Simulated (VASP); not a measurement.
# SrO (Fm-3m) in VASP: a series of runs, part 3 of 3

VASP 6.6.1. Earlier steps stand in the parts before.

## 4. Single point, RPBE+D3(BJ)

POSCAR reads:

```
SrO
1.0
    0.0000000000      2.5663000000      2.5663000000
    2.5663000000      0.0000000000      2.5663000000
    2.5663000000      2.5663000000      0.0000000000
Sr O
1 1
Direct
    0.5000000000      0.5000000000      0.5000000000
    0.0000000000      0.0000000000      0.0000000000
```

INCAR.step1 reads:

```
SYSTEM = SrO
PREC = Accurate ; ENCUT = 520
EDIFF = 1E-6 ; ISMEAR = -5
SIGMA = 0.05 ; LREAL = .False.
LASPH = .True. ; NELM = 100
ALGO = Normal ; ISIF = 2
LWAVE = .False. ; LCHARG = .True.
GGA = RP ; IVDW = 12
NBANDS = 15
```

KPOINTS.step1 reads:

```
regular mesh
0
Gamma
  9 9 9
  0 0 0
```

INCAR.step2 reads:

```
SYSTEM = SrO
PREC = Accurate ; ENCUT = 520
EDIFF = 1E-6 ; ISMEAR = -5
SIGMA = 0.05 ; LREAL = .False.
LASPH = .True. ; NELM = 100
ALGO = Normal ; ISIF = 2
LWAVE = .False. ; LCHARG = .False.
GGA = RP ; IVDW = 12
LORBIT = 10 ; NEDOS = 2001
ICHARG = 11
```

KPOINTS.step2 reads:

```
regular mesh
0
Gamma
  14 14 14
  0 0 0
```

Potentials or basis: VASP PAW PBE potentials, release 64 (Sr_sv, O).

The run is started by

```console
$ cat potpaw_PBE.64/Sr_sv/POTCAR potpaw_PBE.64/O/POTCAR > POTCAR
$ cp INCAR.step1 INCAR
$ cp KPOINTS.step1 KPOINTS
$ mpirun -np 1 vasp_std > vasp.out
$ cp INCAR.step2 INCAR
$ cp KPOINTS.step2 KPOINTS
$ mpirun -np 1 vasp_std > vasp.out
```

OUTCAR:

```text
SYSTEM = SrO
   PREC = Accurate
   ENCUT = 520
   EDIFF = 1E-6
   ISMEAR = -5
   LREAL = .False.
   LASPH = .True.
   NELM = 100
   ISIF = 2
   GGA = RP
   IVDW = 12
   LORBIT = 10
   ICHARG = 11
 IVDW          = 12

 ion  position               nearest neighbor table
   1  0.500  0.500  0.500-   2 2.57   2 2.57   2 2.57   2 2.57   2 2.57   2 2.57
   2  0.000  0.000  0.000-   1 2.57   1 2.57   1 2.57   1 2.57   1 2.57   1 2.57

  LATTYP: Found a face centered cubic cell.
 ALAT       =     5.1326000000

  Lattice vectors:

 A1 = (   0.0000000000,   2.5663000000,   2.5663000000)
 A2 = (   2.5663000000,   0.0000000000,   2.5663000000)
 A3 = (   2.5663000000,   2.5663000000,   0.0000000000)

Analysis of symmetry for initial positions (statically):
=====================================================================
 Subroutine PRICEL returns:
 Original cell was already a primitive cell.

 Routine SETGRP: Setting up the symmetry group for a
 face centered cubic supercell.

 Subroutine GETGRP returns: Found 48 space group operations
 (whereof 48 operations were pure point group operations)
 out of a pool of 48 trial point group operations.

The static configuration has the point symmetry O_h .

Analysis of symmetry for dynamics (positions and initial velocities):
=====================================================================
 Subroutine PRICEL returns:
 Original cell was already a primitive cell.

 Routine SETGRP: Setting up the symmetry group for a
 face centered cubic supercell.

 Subroutine GETGRP returns: Found 48 space group operations
 (whereof 48 operations were pure point group operations)
 out of a pool of 48 trial point group operations.

The dynamic configuration has the point symmetry O_h .

 Subroutine INISYM returns: Found 48 space group operations
 (whereof 48 operations are pure point group operations),
 and found     1 'primitive' translations

----------------------------------------------------------------------------------------

                                     Primitive cell

  volume of cell :      33.8028

  direct lattice vectors                    reciprocal lattice vectors
     0.000000000  2.566300000  2.566300000    -0.194833028  0.194833028  0.194833028
     2.566300000  0.000000000  2.566300000     0.194833028 -0.194833028  0.194833028
     2.566300000  2.566300000  0.000000000     0.194833028  0.194833028 -0.194833028

  length of vectors
     3.629296265  3.629296265  3.629296265     0.337460704  0.337460704  0.337460704

  position of ions in fractional coordinates (direct lattice)
     0.500000000  0.500000000  0.500000000
     0.000000000  0.000000000  0.000000000

  ion indices of the primitive-cell ions
   primitive index   ion index
                 1           1
                 2           2

----------------------------------------------------------------------------------------

 KPOINTS: regular mesh

Automatic generation of k-mesh.
 Grid dimensions read from file:
 generate k-points for:   14   14   14

 Generating k-lattice:

  Cartesian coordinates                     Fractional coordinates (reciprocal lattice)
    -0.013916645  0.013916645  0.013916645     0.071428571  0.000000000  0.000000000
     0.013916645 -0.013916645  0.013916645     0.000000000  0.071428571  0.000000000
[... 49 lines left out ...]
   NGXF,Y,Z  is equivalent  to a cutoff of  25.65, 25.65, 25.65 a.u.
 SYSTEM =  SrO
   PREC   = accura    normal or accurate (medium, high low for compatibility)
   ISTART =      0    job   : 0-new  1-cont  2-samecut
   ICHARG =     11    charge: 1-file 2-atom 10-const
   ISPIN  =      1    spin polarized calculation?
   LNONCOLLINEAR =      F non collinear calculations
   LSORBIT =      F    spin-orbit coupling
   LASPH  =      T    aspherical Exc in radial PAW
   ENCUT  =  520.0 eV  38.22 Ry    6.18 a.u.   6.75  6.75  6.75*2*pi/ulx,y,z
   NELM   =    100;   NELMIN=  2; NELMDL=  0     # of ELM steps
   EDIFF  = 0.1E-05   stopping-criterion for ELM
   LREAL  =      F    real-space projection
   EDIFFG = 0.1E-04   stopping-criterion for IOM
   NSW    =      0    number of steps for IOM
   IBRION =     -1    ionic relax: 0-MD 1-quasi-New 2-CG
   NFREE  =      0    steps in history (QN), initial steepest desc. (CG)
   ISIF   =      2    stress and relaxation
   ISYM   =      2    0-nonsym 1-usesym 2-fastsym
   POTIM  = 0.5000    time-step for ionic-motion
   TEBEG  =    0.0;   TEEND  =   0.0 temperature during run
   PSTRESS=    0.0 pullay stress
   NELECT =      16.0000    total number of electrons
   NUPDOWN=      -1.0000    fix difference up-down
   EMIN   =  10.00;   EMAX   =-10.00  energy-range for DOS
   EFERMI =   0.00;   METHOD = LEGACY
   ISMEAR =    -5;   SIGMA  =   0.05  broadening in eV -4-tet -1-fermi 0-gaus
   EFERMI_NEDOS =   21; number of points for ismear=-14 and -15
   IALGO  =     38    algorithm
   IMIX   =      4    mixing-type and parameters
     AMIX     =   0.40;   BMIX     =  1.00
     AMIX_MAG =   1.60;   BMIX_MAG =  1.00
  volume/ion in A,a.u.               =      16.90       114.06
  Fermi-wavevector in a.u.,A,eV,Ry     =   1.275843  2.410995 22.147245  1.627777
  Thomas-Fermi vector in A             =   2.408533
   LORBIT       =     10    0 simple, 1 ext, 2 COOP (PROOUT), +10 PAW based schemes
   GGA     = RP    functional components
   LHFCALC =     F    Hartree Fock is set to
   AEXX    =    0.0000 exact exchange contribution
   IVDW    =    12    specifies the selected vdW correction
   LEPSILON=     F    determine dielectric tensor
   LRPA    =     F    only Hartree local field effects (RPA)
 non-spin polarized calculation
 Fermi weights with tetrahedron method with Bloechl corrections
  energy-cutoff  :      520.00
  volume of cell :       33.80
 maximum number of plane-waves:       941

 number of electron      15.9999996 magnetization

 Free energy of the ion-electron system (eV)
  ---------------------------------------------------
  ext. energy  EPLUGINS =         0.00000000
  ---------------------------------------------------
  free energy    TOTEN  =       -11.33102845 eV

  energy without entropy =      -11.33102845  energy(sigma->0) =      -11.33102845

 E-fermi :   1.8830     XC(G=0):  -9.8008

 val. band max:        1.8690577415   @ k =   0.0000   0.0000   0.0000
 cond. band min:       5.2468748929   @ k =   0.5000   0.5000   0.0000
 fundamental gap:      3.3778171514
 Fermi energy:         1.8830347307

 k-point     1 :       0.0000    0.0000    0.0000
  band No.  band energies     occupation
      1     -30.5986      2.00000
      2     -13.3227      2.00000
      3     -12.2404      2.00000
      4     -12.2404      2.00000
      5     -12.2404      2.00000
      6       1.8691      2.00000
      7       1.8691      2.00000
      8       1.8691      2.00000
      9       6.0710      0.00000
     10       8.1528      0.00000
     11       8.1528      0.00000
     12       8.1528      0.00000
[... 331 lines left out ...]
 k-point    24 :       0.2857    0.1429    0.0000
  band No.  band energies     occupation
      1     -30.5173      2.00000
      2     -14.1920      2.00000
      3     -12.3680      2.00000
      4     -12.3499      2.00000
      5     -11.5505      2.00000
      6       0.5077      2.00000
      7       1.4060      2.00000
      8       1.5248      2.00000
      9       7.0937      0.00000
     10       8.1776      0.00000
     11       9.8549      0.00000
     12       9.9934      0.00000

 [... further k-points ...]

------------------------ aborting loop because EDIFF is reached ----------------------------------------

 Edisp (eV)   -3.28205

 E8    (eV) :    -2.3871

  FORCE on cell =-STRESS in cart. coord.  units (eV):
  Direction    XX          YY          ZZ          XY          YZ          ZX
  --------------------------------------------------------------------------------------
  -------------------------------------------------------------------------------------
  Total      -2.90461    -2.90461    -2.90461    -0.00000     0.00000    -0.00000
  in kB    -137.67223  -137.67223  -137.67223    -0.00000     0.00000    -0.00000
  external pressure =     -137.67 kB  Pullay stress =        0.00 kB

 VOLUME and BASIS-vectors are now :
 -----------------------------------------------------------------------------
  energy-cutoff  :      520.00
  volume of cell :       33.80
      direct lattice vectors                 reciprocal lattice vectors
     0.000000000  2.566300000  2.566300000    -0.194833028  0.194833028  0.194833028
     2.566300000  0.000000000  2.566300000     0.194833028 -0.194833028  0.194833028
     2.566300000  2.566300000  0.000000000     0.194833028  0.194833028 -0.194833028

 POSITION                                       TOTAL-FORCE (eV/Angst)
 -----------------------------------------------------------------------------------
      2.56630      2.56630      2.56630         0.000000     -0.000000     -0.000000
      0.00000      0.00000      0.00000         0.000000      0.000000      0.000000
 -----------------------------------------------------------------------------------
    total drift:                                0.000000      0.000000      0.000000

  FREE ENERGIE OF THE ION-ELECTRON SYSTEM (eV)
  ---------------------------------------------------
  free  energy   TOTEN  =       -14.6130829777 eV

  energy  without entropy=      -14.6130829777  energy(sigma->0) =      -14.61308298

 total charge

# of ion       s       p       d       tot
------------------------------------------
    1        2.018   5.845   0.259   8.123
    2        1.557   3.438   0.000   4.995
--------------------------------------------------
tot          3.575   9.283   0.259  13.117
```

Run time: 80 s. Hardware: 1 thread of Intel Xeon 8259CL, shared host; peak memory 0.19 GiB.

What came out:

```yaml
Valence_electrons_inside_the_program's_atomic_spheres: Sr 8.12; O 5.00
Dispersion_energy_per_atom: -1.641 eV
```

Caveat: three body term missing; the PAW data sets were made with another functional, which shifts forces and pressure a little.

## 5. Elastic constants, PBE+D3(BJ)

INCAR reads:

```
PREC = Accurate ; ENCUT = 600
EDIFF = 1E-8 ; ISMEAR = 0
SIGMA = 0.01 ; LREAL = F
LASPH = T ; NELM = 100
ALGO = Normal ; ISIF = 3
LWAVE = F ; LCHARG = T
GGA = PE ; IVDW = 12
NBANDS = 15 ; IBRION = 6
NFREE = 2 ; POTIM = 0.015
NSW = 1
```

KPOINTS reads:

```
Automatic mesh
0
Gamma
  7 7 7
```

POSCAR is that of step 4.

Potentials or basis: VASP PAW PBE potentials, release 64 (Sr_sv, O).

The run is started by

```console
$ cat potpaw_PBE.64/Sr_sv/POTCAR potpaw_PBE.64/O/POTCAR > POTCAR
$ mpirun -np 1 vasp_std > vasp.out
```

OUTCAR:

```text
PREC = Accurate
   ENCUT = 600
   EDIFF = 1E-8
   ISMEAR = 0
   LREAL = F
   LASPH = T
   NELM = 100
   ISIF = 3
   GGA = PE
   IVDW = 12
   IBRION = 6
   NFREE = 2
   POTIM = 0.015
   NSW = 1
 IVDW          = 12

 ion  position               nearest neighbor table
   1  0.500  0.500  0.500-   2 2.57   2 2.57   2 2.57   2 2.57   2 2.57   2 2.57
[... 1344 lines left out ...]
      2.566300  2.566300  2.566300    -0.393223    0.000000    0.000000
      0.000000  0.000000  0.000000     0.919443    0.000000    0.000000
[... 21 lines left out ...]
   6 f/i=    0.001924 THz     0.012089 2PiTHz    0.064177 cm-1     0.007957 meV
             X         Y         Z           dx          dy          dz
      2.566300  2.566300  2.566300     0.000000    0.000000    0.919443
      0.000000  0.000000  0.000000     0.000000    0.000000    0.393223

--------------------------------------------------------------------------------------------------------

 ELASTIC MODULI CONTR FROM IONIC RELAXATION (kBar)
 Direction    XX          YY          ZZ          XY          YZ          ZX
 --------------------------------------------------------------------------------
 XX           0.0000      0.0000      0.0000      0.0000      0.0000      0.0000
 YY           0.0000      0.0000      0.0000      0.0000      0.0000      0.0000
 ZZ           0.0000      0.0000      0.0000      0.0000      0.0000      0.0000
 XY           0.0000      0.0000      0.0000      0.0000      0.0000      0.0000
 YZ           0.0000      0.0000      0.0000      0.0000      0.0000      0.0000
 ZX           0.0000      0.0000      0.0000      0.0000      0.0000      0.0000
 --------------------------------------------------------------------------------

 TOTAL ELASTIC MODULI (kBar)
 Direction    XX          YY          ZZ          XY          YZ          ZX
 --------------------------------------------------------------------------------
 XX        1929.2476    456.7910    456.7910      0.0000      0.0000      0.0000
 YY         456.7910   1929.2476    456.7910      0.0000     -0.0000      0.0000
 ZZ         456.7910    456.7910   1929.2476      0.0000     -0.0000      0.0000
 XY           0.0000      0.0000      0.0000    534.5955      0.0000      0.0000
 YZ           0.0000     -0.0000     -0.0000      0.0000    534.5955      0.0000
 ZX           0.0000      0.0000      0.0000      0.0000      0.0000    534.5955
 --------------------------------------------------------------------------------
```

stdout:

```text
POSCAR found type information on POSCAR SrO
 POSCAR found :  2 types and       2 ions
 scaLAPACK will be used
 LDA part: xc-table for (Slater+PW92), standard interpolation
 POSCAR, INCAR and KPOINTS ok, starting setup
 FFT: planning ... GRIDC
 FFT: planning ... GRID_SOFT
 FFT: planning ... GRID
 WAVECAR not read
 entering main loop
 Found     2 degrees of freedom:
 Adding 6 more for cell shape distortion
 Finite differences POTIM= 0.01500 DOF=   8
 bond charge predicted
 Finite differences progress:
 bond charge predicted
 Finite differences progress:
 bond charge predicted
 Finite differences progress:
 bond charge predicted
 Finite differences progress:
 bond charge predicted
 Finite differences progress:
 bond charge predicted
 Finite differences progress:
 bond charge predicted
 Finite differences progress:
 bond charge predicted
 Finite differences progress:
 bond charge predicted
 Finite differences progress:
 bond charge predicted
 Finite differences progress:
 bond charge predicted
 Finite differences progress:
 bond charge predicted
 Finite differences progress:
 bond charge predicted
 Finite differences progress:
 bond charge predicted
 Finite differences progress:
 bond charge predicted
 Finite differences progress:
 bond charge predicted
 Finite differences progress:
```

Wall time 15 min (1 thread of Intel Xeon 8259CL, shared host); peak memory 0.27 GiB.

Results:

```yaml
Elastic_constants_C11_C12_C44: 193, 46, 53 GPa
Voigt_bulk_modulus: 95 GPa
Highest_phonon_frequency_at_Γ_LO-TO_splitting_left_out: 217 cm⁻¹
Dispersion_energy_per_atom: -0.247 eV
```

Phonon frequencies in cm⁻¹ (negative: imaginary):
| q point | frequencies |
| --- | --- |
| (0.000, 0.000, 0.000) | 0 0 0 217 217 217 |

Elastic tensor in Voigt notation (GPa, in the Cartesian axes of the cell as first typed):
```
193  46  46   0   0   0
 46 193  46   0   0   0
 46  46 193   0   0   0
  0   0   0  53   0   0
  0   0   0   0  53   0
  0   0   0   0   0  53
```

Clamped-ion elastic tensor (GPa):
```
193  46  46   0   0   0
 46 193  46   0   0   0
 46  46 193   0   0   0
  0   0   0  53   0   0
  0   0   0   0  53   0
  0   0   0   0   0  53
```

Caveat: the cell is under stress, which shifts elastic constants.
